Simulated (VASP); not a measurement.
# Rh (Fm-3m) in VASP: further runs

Runs on Rh. Level: PBE. Tasks: single point.

Everything below comes from runs of VASP 6.6.1. Logs are shortened: lines on timing, memory, paths and dates and some standing lists are left out, and cuts for length are marked.

### Step 1. The cell of the first run

Symmetry: Fm-3m, No. 225, cubic system. The conventional cell has a = 3.800 Å, b = 3.800 Å, c = 3.800 Å, α = 90.00°, β = 90.00°, γ = 90.00°. Within 3.5 Å of Rh (site symmetry m-3m) lie 12 Rh at 2.69 Å.

### Step 2. Single point, PBE

Contents of INCAR:

```
SYSTEM = Rh
PREC = Accurate
ENCUT = 520
EDIFF = 1E-6
ISMEAR = 0
SIGMA = 0.05
LREAL = .FALSE.
LASPH = .TRUE.
NELM = 100
ALGO = Fast
ISIF = 2
LWAVE = .FALSE.
LCHARG = .TRUE.
GGA = PE
LELF = .TRUE.
LVHAR = .TRUE.
NBANDS = 14
```

Contents of KPOINTS:

```
Automatic mesh
0
G
  8 8 8
  0 0 0
```

Contents of POSCAR:

```
Rh
1.0
    0.0000000000      1.9000000000      1.9000000000
    1.9000000000      0.0000000000      1.9000000000
    1.9000000000      1.9000000000      0.0000000000
Rh
1
Direct
    0.0000000000      0.0000000000      0.0000000000
```

Potentials or basis: VASP PAW PBE potentials, release 64 (Rh_pv).

On the command line:

```sh
$ cat potpaw_PBE.64/Rh_pv/POTCAR > POTCAR
$ mpirun -np 1 vasp_std > vasp.out
```

OUTCAR:

```text
SYSTEM = Rh
   PREC = Accurate
   ENCUT = 520
   EDIFF = 1E-6
   ISMEAR = 0
   LREAL = .FALSE.
   LASPH = .TRUE.
   NELM = 100
   ISIF = 2
   GGA = PE

 ion  position               nearest neighbor table
   1  0.000  0.000  0.000-

  LATTYP: Found a face centered cubic cell.
 ALAT       =     3.8000000000

  Lattice vectors:

 A1 = (   0.0000000000,   1.9000000000,   1.9000000000)
 A2 = (   1.9000000000,   0.0000000000,   1.9000000000)
 A3 = (   1.9000000000,   1.9000000000,   0.0000000000)

Analysis of symmetry for initial positions (statically):
=====================================================================
 Subroutine PRICEL returns:
 Original cell was already a primitive cell.

 Routine SETGRP: Setting up the symmetry group for a
 face centered cubic supercell.

 Subroutine GETGRP returns: Found 48 space group operations
 (whereof 48 operations were pure point group operations)
 out of a pool of 48 trial point group operations.

The static configuration has the point symmetry O_h .

Analysis of symmetry for dynamics (positions and initial velocities):
=====================================================================
 Subroutine PRICEL returns:
 Original cell was already a primitive cell.

 Routine SETGRP: Setting up the symmetry group for a
 face centered cubic supercell.

 Subroutine GETGRP returns: Found 48 space group operations
 (whereof 48 operations were pure point group operations)
 out of a pool of 48 trial point group operations.

The dynamic configuration has the point symmetry O_h .

 Subroutine INISYM returns: Found 48 space group operations
 (whereof 48 operations are pure point group operations),
 and found     1 'primitive' translations

----------------------------------------------------------------------------------------

                                     Primitive cell

  volume of cell :      13.7180

  direct lattice vectors                    reciprocal lattice vectors
     0.000000000  1.900000000  1.900000000    -0.263157895  0.263157895  0.263157895
     1.900000000  0.000000000  1.900000000     0.263157895 -0.263157895  0.263157895
     1.900000000  1.900000000  0.000000000     0.263157895  0.263157895 -0.263157895

  length of vectors
     2.687005769  2.687005769  2.687005769     0.455802844  0.455802844  0.455802844

  position of ions in fractional coordinates (direct lattice)
     0.000000000  0.000000000  0.000000000

  ion indices of the primitive-cell ions
   primitive index   ion index
                 1           1

----------------------------------------------------------------------------------------

 KPOINTS: Automatic mesh

Automatic generation of k-mesh.
 Grid dimensions read from file:
 generate k-points for:    8    8    8

 Generating k-lattice:

  Cartesian coordinates                     Fractional coordinates (reciprocal lattice)
    -0.032894737  0.032894737  0.032894737     0.125000000  0.000000000  0.000000000
     0.032894737 -0.032894737  0.032894737     0.000000000  0.125000000  0.000000000
     0.032894737  0.032894737 -0.032894737     0.000000000  0.000000000  0.125000000

  Length of vectors
     0.056975356  0.056975356  0.056975356

  Shift w.r.t. Gamma in fractional coordinates (k-lattice)
     0.000000000  0.000000000  0.000000000

 Subroutine IBZKPT returns following result:
 ===========================================

 Found     29 irreducible k-points:

 Following reciprocal coordinates:
            Coordinates               Weight
  0.000000  0.000000  0.000000      1.000000
  0.125000  0.000000  0.000000      8.000000
  0.250000  0.000000  0.000000      8.000000
  0.375000  0.000000  0.000000      8.000000
  0.500000  0.000000  0.000000      4.000000
  0.125000  0.125000  0.000000      6.000000
[... 16 lines left out ...]
  0.500000  0.250000  0.125000     48.000000
 -0.375000  0.250000  0.125000     24.000000
 [... further k-points ...]
   k-points           NKPTS =     29   k-points in BZ     NKDIM =     29   number of bands    NBANDS=     14
   number of dos      NEDOS =    301   number of ions     NIONS =      1
   total plane-waves  NPLWV =   8000
   dimension x,y,z NGX =    20 NGY =   20 NGZ =   20
   dimension x,y,z NGXF=    40 NGYF=   40 NGZF=   40
   ions per type =               1
   NGX,Y,Z   is equivalent  to a cutoff of  12.37, 12.37, 12.37 a.u.
   NGXF,Y,Z  is equivalent  to a cutoff of  24.75, 24.75, 24.75 a.u.
 SYSTEM =  Rh
   PREC   = accura    normal or accurate (medium, high low for compatibility)
   ISTART =      0    job   : 0-new  1-cont  2-samecut
   ICHARG =      2    charge: 1-file 2-atom 10-const
   ISPIN  =      1    spin polarized calculation?
   LNONCOLLINEAR =      F non collinear calculations
   LSORBIT =      F    spin-orbit coupling
   LASPH  =      T    aspherical Exc in radial PAW
   ENCUT  =  520.0 eV  38.22 Ry    6.18 a.u.   5.00  5.00  5.00*2*pi/ulx,y,z
   NELM   =    100;   NELMIN=  2; NELMDL= -5     # of ELM steps
   EDIFF  = 0.1E-05   stopping-criterion for ELM
   LREAL  =      F    real-space projection
   EDIFFG = 0.1E-04   stopping-criterion for IOM
   NSW    =      0    number of steps for IOM
   IBRION =     -1    ionic relax: 0-MD 1-quasi-New 2-CG
   NFREE  =      0    steps in history (QN), initial steepest desc. (CG)
   ISIF   =      2    stress and relaxation
   ISYM   =      2    0-nonsym 1-usesym 2-fastsym
   POTIM  = 0.5000    time-step for ionic-motion
   TEBEG  =    0.0;   TEEND  =   0.0 temperature during run
   PSTRESS=    0.0 pullay stress
   NELECT =      15.0000    total number of electrons
   NUPDOWN=      -1.0000    fix difference up-down
   EMIN   =  10.00;   EMAX   =-10.00  energy-range for DOS
   EFERMI =   0.00;   METHOD = LEGACY
   ISMEAR =     0;   SIGMA  =   0.05  broadening in eV -4-tet -1-fermi 0-gaus
   EFERMI_NEDOS =   21; number of points for ismear=-14 and -15
   IALGO  =     68    algorithm
   IMIX   =      4    mixing-type and parameters
     AMIX     =   0.40;   BMIX     =  1.00
     AMIX_MAG =   1.60;   BMIX_MAG =  1.00
  volume/ion in A,a.u.               =      13.72        92.57
  Fermi-wavevector in a.u.,A,eV,Ry     =   1.686585  3.187184 38.702725  2.844570
  Thomas-Fermi vector in A             =   2.769224
   LORBIT       =      0    0 simple, 1 ext, 2 COOP (PROOUT), +10 PAW based schemes
   GGA     = PE    functional components
   LHFCALC =     F    Hartree Fock is set to
   AEXX    =    0.0000 exact exchange contribution
   IVDW    =     0    specifies the selected vdW correction
   LEPSILON=     F    determine dielectric tensor
   LRPA    =     F    only Hartree local field effects (RPA)
 non-spin polarized calculation
 RMM-DIIS sequential band-by-band and
 Gauss-broadening in eV      SIGMA  =   0.05
  energy-cutoff  :      520.00
  volume of cell :       13.72
 maximum number of plane-waves:       380
   NGX =  9   NGY =  9   NGZ =  9

 number of electron      15.0000007 magnetization

 Free energy of the ion-electron system (eV)
  ---------------------------------------------------
  ext. energy  EPLUGINS =         0.00000000
  ---------------------------------------------------
  free energy    TOTEN  =        -7.22074775 eV

  energy without entropy =       -7.21911866  energy(sigma->0) =       -7.21993321

 E-fermi :  11.9705     XC(G=0): -14.0411

 val. band max:       11.9527171857   @ k =  -0.3750   0.2500   0.0000
 cond. band min:      12.0446475304   @ k =   0.3750   0.0000   0.0000
 fundamental gap:      0.0919303447
 Fermi energy:        11.9705224665

 k-point     1 :       0.0000    0.0000    0.0000
  band No.  band energies     occupation
      1     -34.4049      2.00000
      2     -34.4049      2.00000
      3     -34.4049      2.00000
      4       3.9701      2.00000
      5       8.8732      2.00000
      6       8.8732      2.00000
      7       8.8732      2.00000
      8      10.9777      2.00000
      9      10.9777      2.00000
     10      27.9283      0.00000
     11      32.5373      0.00000
     12      33.4172      0.00000
     13      33.4172      0.00000
     14      33.4172      0.00000

 k-point     2 :       0.1250    0.0000    0.0000
  band No.  band energies     occupation
      1     -34.5166      2.00000
      2     -34.4200      2.00000
      3     -34.4200      2.00000
      4       4.5744      2.00000
      5       8.6377      2.00000
      6       9.0888      2.00000
      7       9.0888      2.00000
      8      10.8773      2.00000
      9      10.8773      2.00000
     10      28.7475      0.00000
     11      30.8570      0.00000
     12      32.5378      0.00000
     13      34.3127      0.00000
     14      34.3127      0.00000

 k-point     3 :       0.2500    0.0000    0.0000
  band No.  band energies     occupation
      1     -34.7810      2.00000
      2     -34.4563      2.00000
      3     -34.4563      2.00000
      4       5.7639      2.00000
      5       8.7444      2.00000
      6       9.2374      2.00000
      7       9.2374      2.00000
      8      11.1384      2.00000
      9      11.1384      2.00000
     10      27.0761      0.00000
     11      29.5197      0.00000
     12      32.5375      0.00000
     13      36.4067      0.00000
     14      36.4067      0.00000
[... 324 lines left out ...]
 k-point    23 :       0.5000    0.2500    0.1250
  band No.  band energies     occupation
      1     -34.9839      2.00000
      2     -34.6754      2.00000
      3     -34.5459      2.00000
      4       7.0132      2.00000
      5       8.0462      2.00000
      6       8.5801      2.00000
      7      10.2427      2.00000
      8      11.8385      1.99981
      9      15.1078      0.00000
     10      23.6131      0.00000
     11      27.8571      0.00000
     12      29.7174      0.00000
     13      32.5388      0.00000
     14      34.3824      0.00000

 k-point    24 :      -0.3750    0.2500    0.1250
  band No.  band energies     occupation
      1     -35.0436      2.00000
      2     -34.7011      2.00000
      3     -34.5693      2.00000
      4       6.9424      2.00000
      5       7.8036      2.00000
      6       9.2923      2.00000
      7       9.9536      2.00000
      8      12.3460      0.00000
      9      17.3896      0.00000
     10      20.4195      0.00000
     11      28.0415      0.00000
     12      28.8169      0.00000
     13      32.5389      0.00000
     14      33.1595      0.00000

 [... further k-points ...]

------------------------ aborting loop because EDIFF is reached ----------------------------------------

  FORCE on cell =-STRESS in cart. coord.  units (eV):
  Direction    XX          YY          ZZ          XY          YZ          ZX
  --------------------------------------------------------------------------------------
  -------------------------------------------------------------------------------------
  Total        0.6191814      0.6191814      0.6191814     -0.0000000     -0.0000000      0.0000000
  in kB       72.3165504     72.3165504     72.3165504     -0.0000000     -0.0000000      0.0000000
  external PRESSURE =      72.3165504 kB  Pullay stress =       0.0000000 kB

 VOLUME and BASIS-vectors are now :
 -----------------------------------------------------------------------------
  energy-cutoff  :      520.00
  volume of cell :       13.72
      direct lattice vectors                 reciprocal lattice vectors
     0.000000000  1.900000000  1.900000000    -0.263157895  0.263157895  0.263157895
     1.900000000  0.000000000  1.900000000     0.263157895 -0.263157895  0.263157895
     1.900000000  1.900000000  0.000000000     0.263157895  0.263157895 -0.263157895

 POSITION                                       TOTAL-FORCE (eV/Angst)
 -----------------------------------------------------------------------------------
      0.00000      0.00000      0.00000         0.000000      0.000000      0.000000
 -----------------------------------------------------------------------------------
    total drift:                                0.000000      0.000000      0.000000

  FREE ENERGIE OF THE ION-ELECTRON SYSTEM (eV)
  ---------------------------------------------------
  free  energy   TOTEN  =        -7.2207477475 eV

  energy  without entropy=       -7.2191186637  energy(sigma->0) =       -7.21993321
```

Run time: 2.9 s. Hardware: 1 thread of Intel Xeon 6975P-C (Granite Rapids), shared host; peak memory 0.12 GiB.

Results:

| Quantity | Value |
| --- | --- |
| Free energy | -7.2207 eV |
| Pressure | 7.2 GPa |

Levels at points of the mesh, in eV from the Fermi level:
```csv
k point,band 5,band 6,band 7,band 8,band 9,band 10
"(0.00, 0.00, 0.00)",-3.10,-3.10,-3.10,-0.99,-0.99,15.96
"(0.50, 0.00, 0.00)",-3.17,-3.17,0.57,0.57,0.71,8.65
"(0.50, 0.50, 0.00)",-5.98,0.55,0.99,0.99,3.24,12.30
```

(Continued in part 2 of 2.)
